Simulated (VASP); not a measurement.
Write the native input for VASP 6.6.1 that does the following.

```yaml
Task: single point
Functional: PBEsol
Potentials_or_basis: VASP PAW PBE potentials, release 64 (Tl_d)
Cutoff: 520 eV
k_mesh: 13 × 13 × 13
Occupations: fermi-dirac, width 0.1 eV
Spin: no spin polarisation
Dipole_correction: no
Further_INCAR_settings: ALGO = Normal; EDIFF = 1e-06; NBANDS = 12
```

The structure of Tl lies in POSCAR:

```
Tl
1.0
    0.0000000000      2.4543831277      2.4543831277
    2.4543831277      0.0000000000      2.4543831277
    2.4543831277      2.4543831277      0.0000000000
Tl
1
Direct
    0.0000000000      0.0000000000      0.0000000000
```

This isn't the form of Tl at room conditions, which is hcp.

One way to write it, as run:

INCAR

```
SYSTEM = Tl
ALGO = Normal
EDIFF = 1E-6
ENCUT = 520
GGA = PS
ISIF = 2
ISMEAR = -1
LASPH = .True.
LCHARG = .False.
LREAL = .False.
LWAVE = .False.
NBANDS = 12
NELM = 60
PREC = Accurate
SIGMA = 0.1
```

KPOINTS

```
k-points
0
Gamma
  13 13 13
  0 0 0
```

Potentials or basis: VASP PAW PBE potentials, release 64 (Tl_d).

The run is started by

```bash
$ cat potpaw_PBE.64/Tl_d/POTCAR > POTCAR
$ mpirun -np 1 vasp_std > vasp.out
```

Results of the run:

```json
{
  "Pressure": "-1.4 GPa",
  "Band gap on the k mesh": "zero (an odd number of electrons rules out a gap without spin polarisation)"
}
```

Caveat: the PAW data sets were made with another functional, which shifts forces and pressure a little; spin-orbit coupling is left out, which moves the levels of the heavy elements.

Run time: 45 s on 1 thread of Intel Xeon 8259CL (shared host), peak memory 0.17 GiB.
